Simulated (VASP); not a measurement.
Write the native input for VASP 6.6.1 that does the following.

```yaml
Task: single point
Functional: r2SCAN
Dispersion: D4
Potentials_or_basis: VASP PAW PBE potentials, release 64 (Si, C)
Cutoff: 520 eV
k_mesh: 10 × 10 × 5
Occupations: fermi-dirac, width 0.05 eV
Spin: no spin polarisation
Dipole_correction: no
Further_INCAR_settings: ALGO = Normal; EDIFF = 1e-06; NBANDS = 16
```

Crystal: SiC.

```
Si C
1.0
     3.06861    0.00000    0.00000
    -1.53431    2.65750    0.00000
     0.00000    0.00000    5.03690
Si C
2 2
Cartesian
  1.5343 0.8858 2.5416
  0.0000 1.7717 0.0232
  1.5343 0.8858 4.4345
  0.0000 1.7717 1.9160
```

One way to write it, as run:

POSCAR

```
SiC
1.0
    3.0686113773      0.0000000000      0.0000000000
   -1.5343056887      2.6574954071      0.0000000000
    0.0000000000      0.0000000000      5.0369009134
Si C
2 2
Direct
    0.6666666667      0.3333333333      0.5045998086
    0.3333333333      0.6666666667      0.0045998086
    0.6666666667      0.3333333333      0.8804001914
    0.3333333333      0.6666666667      0.3804001914
```

INCAR.step1

```
ALGO     = Normal         # electronic algorithm
EDIFF    = 1E-4           # SCF threshold, eV
ENCUT    = 520            # plane-wave cutoff, eV
GGA      = PE             # functional
ISMEAR   = -1             # smearing method
LASPH    = True           # aspherical terms in the spheres
LCHARG   = False          # write CHGCAR
LREAL    = False          # projectors in reciprocal space
LWAVE    = True           # write WAVECAR
NBANDS   = 16             # bands
NELM     = 60             # most SCF steps
PREC     = Accurate       # precision mode
SIGMA    = 0.05           # smearing width, eV
```

INCAR.step2

```
ALGO     = Normal         # electronic algorithm
EDIFF    = 1E-6           # SCF threshold, eV
ENCUT    = 520            # plane-wave cutoff, eV
ISIF     = 2              # what is computed and relaxed
ISMEAR   = -1             # smearing method
ISTART   = 1            
IVDW     = 13             # dispersion correction
LASPH    = True           # aspherical terms in the spheres
LCHARG   = False          # write CHGCAR
LMIXTAU  = True         
LREAL    = False          # projectors in reciprocal space
LWAVE    = False          # write WAVECAR
METAGGA  = R2SCAN         # meta-GGA
NBANDS   = 16             # bands
NELM     = 60             # most SCF steps
PREC     = Accurate       # precision mode
SIGMA    = 0.05           # smearing width, eV
VDW_A1   = 0.51559235   
VDW_A2   = 5.77342911   
VDW_S6   = 1.0          
VDW_S8   = 0.6018749
```

KPOINTS

```
k-points
0
Gamma
  10 10 5
```

Potentials or basis: VASP PAW PBE potentials, release 64 (Si, C).

Run with:

```console
$ cat potpaw_PBE.64/Si/POTCAR potpaw_PBE.64/C/POTCAR > POTCAR
$ cp INCAR.step1 INCAR
$ mpirun -np 1 vasp_std > vasp.out
$ cp INCAR.step2 INCAR
$ mpirun -np 1 vasp_std > vasp.out
```

Results of the run:

* Pressure: -0.2 GPa
* Band gap on the k mesh: 2.81 eV (least direct gap 4.50 eV)
* Dispersion energy per atom: -0.124 eV

Caveat: the PAW data sets were made with another functional, which shifts forces and pressure a little.

It took 57 s on 1 thread of Intel(R) Xeon(R) Platinum 8488C (Sapphire Rapids), on a shared host, peak memory 0.17 GiB.
